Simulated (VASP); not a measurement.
Write the native input for VASP 6.6.1 that does the following.

```
Task                   : single point
Functional             : LDA
Potentials or basis    : VASP PAW LDA potentials, release 64 (Si)
Cutoff                 : 520 eV
k mesh                 : 12 × 12 × 2
Occupations            : fermi-dirac, width 0.02 eV
Spin                   : no spin polarisation
Dipole correction      : no
Further INCAR settings : ALGO = Normal; EDIFF = 1e-06; NBANDS = 26
```

The structure of Si lies in POSCAR:

```
Si
1.0
    3.8097894430      0.0000000000      0.0000000000
   -1.9048947215      3.2993744407      0.0000000000
    0.0000000000      0.0000000000     12.5196173039
Si
8
Direct
    0.0000000000      0.0000000000      0.0005308350
    0.3333333333      0.6666666667      0.2496611978
    0.0000000000      0.0000000000      0.5005308350
    0.6666666667      0.3333333333      0.7496611978
    0.0000000000      0.0000000000      0.1869691650
    0.3333333333      0.6666666667      0.4378388022
    0.0000000000      0.0000000000      0.6869691650
    0.6666666667      0.3333333333      0.9378388022
```

This isn't the form of Si at room conditions, which is diamond.

One way to write it, as run:

INCAR

```
SYSTEM = Si
ALGO = Normal
EDIFF = 1E-6
ENCUT = 520
ISIF = 2
ISMEAR = -1
LASPH = .TRUE.
LCHARG = .FALSE.
LREAL = .FALSE.
LWAVE = .FALSE.
NBANDS = 26
NELM = 80
PREC = Accurate
SIGMA = 0.02
```

KPOINTS

```
k-points
0
G
  12 12 2
  0 0 0
```

Potentials or basis: VASP PAW LDA potentials, release 64 (Si).

Command:

```bash
$ cat potpaw_LDA.64/Si/POTCAR > POTCAR
$ mpirun -np 1 vasp_std > vasp.out
```

Results of the run:

| Quantity | Value |
| --- | --- |
| Pressure | 0.1 GPa |
| Band gap on the k mesh | 0.43 eV (least direct gap 1.24 eV) |

Caveat: semilocal functionals underestimate gaps, and a narrow one can read as zero.

Wall time 2.5 min on 1 thread of Intel(R) Xeon(R) Platinum 8259CL CPU @ 2.50GHz (Skylake/Cascade Lake), with other jobs on the host, peak memory 0.26 GiB.
